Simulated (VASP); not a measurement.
WC (Qusongite), 2 atoms in the cell. It takes space group P-6m2 (No. 187, hexagonal). The conventional cell has a = 2.907 Å, b = 2.907 Å, c = 2.837 Å, α = 90.00°, β = 90.00°, γ = 120.00°. Within 2.9 Å of W (site symmetry -6m2) lie 6 C at 2.20 Å and 2 W at 2.84 Å. Within 2.9 Å of C (site symmetry -6m2) lie 6 W at 2.20 Å and 2 C at 2.84 Å. 

| Property | Result |
| --- | --- |
| Program | VASP 6.6.1 |
| Task | single point |
| Functional | PBEsol |
| Potentials or basis | VASP PAW PBE potentials, release 64 (W_sv, C) |
| Cutoff | 520 eV |
| k mesh | 10 × 10 × 9 |
| Occupations | fermi-dirac, width 0.1 eV |
| Spin | collinear spin, zero start |
| Starting moments | [0.0, 0.0] μB |
| Dipole correction | no |
| Further INCAR settings | ALGO = Normal; EDIFF = 1e-06; NBANDS = 20 |

Potentials or basis: VASP PAW PBE potentials, release 64 (W_sv, C).

Command:

```sh
$ cat potpaw_PBE.64/W_sv/POTCAR potpaw_PBE.64/C/POTCAR > POTCAR
$ mpirun -np 1 vasp_std > vasp.out
```

Hardware: 1 thread of AMD EPYC 7R13 (shared host).

Task: How long does it take, and how much memory?

Result: Wall time 2.4 min on 1 thread of AMD EPYC 7R13 (shared host), peak memory 0.15 GiB. Counts: scf iterations 11, k points 70.
